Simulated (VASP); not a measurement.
Input of a VASP 6.6.1 run:

Contents of INCAR:

```
PREC = Accurate ; ENCUT = 520
EDIFF = 1E-6 ; ISMEAR = 0
SIGMA = 0.05 ; LREAL = False
LASPH = True ; NELM = 100
ALGO = Normal ; ISIF = 2
LWAVE = False ; LCHARG = False
GGA = PS ; NBANDS = 31
```

Contents of KPOINTS:

```
Automatic mesh
0
Gamma
  6 6 6
```

File POSCAR:

```
Al3GaN4
1.0
    4.4014385300      0.0000000000      0.0000000000
    0.0000000000      4.4014385300      0.0000000000
    0.0000000000      0.0000000000      4.4014385300
Al Ga N
3 1 4
Direct
    0.4922549773      0.4922549773     -0.0081153023
    0.5000000000      0.0000000000      0.5000000000
    0.0000000000      0.5000000000      0.5000000000
    0.0000000000      0.0000000000      0.0000000000
    0.7441634300      0.7441634300      0.2558365700
    0.7441634300      0.2558365700      0.7441634300
    0.2558365700      0.7441634300      0.7441634300
    0.2558365700      0.2558365700      0.2558365700
```

Potentials or basis: VASP PAW PBE potentials, release 64 (Al, Ga_d, N).

Launch:

```console
$ cat potpaw_PBE.64/Al/POTCAR potpaw_PBE.64/Ga_d/POTCAR potpaw_PBE.64/N/POTCAR > POTCAR
$ mpirun -np 1 vasp_std > vasp.out
```

**Question.** Predict the largest force.

**Answer.** 1.140 eV/Å.

**Question.** Estimate the band gap on the k mesh.

**Answer.** 3.08 eV.

**Question.** What does it give for the pressure?

**Answer.** 0.8 GPa.

Forces in eV/Å, atoms in the order of the input:
```
Al   0.632  0.632  0.708
Al   0.106 -0.157 -0.164
Al  -0.157  0.106 -0.164
Ga  -0.160 -0.160  0.121
N   -0.166 -0.166 -0.318
N    0.113 -0.199 -0.080
N   -0.199  0.113 -0.080
N   -0.169 -0.169 -0.023
```

Caveat: the cell differs from its parent crystal (atom 1 (Al) moved -0.060 Å towards its neighbour atom 5 (N) at 1.892 Å); the PAW data sets were made with another functional, which shifts forces and pressure a little. A k mesh can miss the band edges.
